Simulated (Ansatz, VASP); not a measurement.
## CdTe: VASP beside Ansatz

```xyz
2
Lattice="0.0000 3.2639 3.2639 3.2639 0.0000 3.2639 3.2639 3.2639 0.0000" Properties=species:S:1:pos:R:3 pbc="T T T"
Cd    0.0000    0.0000    0.0000
Te    1.6319    1.6319    1.6319
```

Change from the starting cell: hydrostatic strain -0.5%.

Alike in both runs: task single point; functional r2SCAN; k mesh 6 × 6 × 6; no spin polarisation.

|  | VASP | Ansatz |
| --- | --- | --- |
| version | VASP 6.6.1 | Ansatz 0.2.0 |
| potentials or method | VASP PAW PBE potentials, release 64 (Cd, Te) | plane waves, PAW |
| plane-wave cutoff (eV) | 520 | 500 |
| occupations | gaussian, width 0.01 eV | fixed |
| valence electrons in the cell | 18 | 36 |

|  | VASP | Ansatz | Ansatz less VASP |
| --- | --- | --- | --- |
| gap on the k mesh at the Fermi level (eV) | 1.20 | 1.21 | +0.007 |
| pressure (GPa) | 0.7 | 0.6 | -0.12 |

VASP's potentials were made for PBE, not for r2SCAN. VASP's potentials hold 18 valence electrons a cell and Ansatz's 36, so a difference there can come from the potentials and not from the codes.

Neither program's run includes spin-orbit coupling.
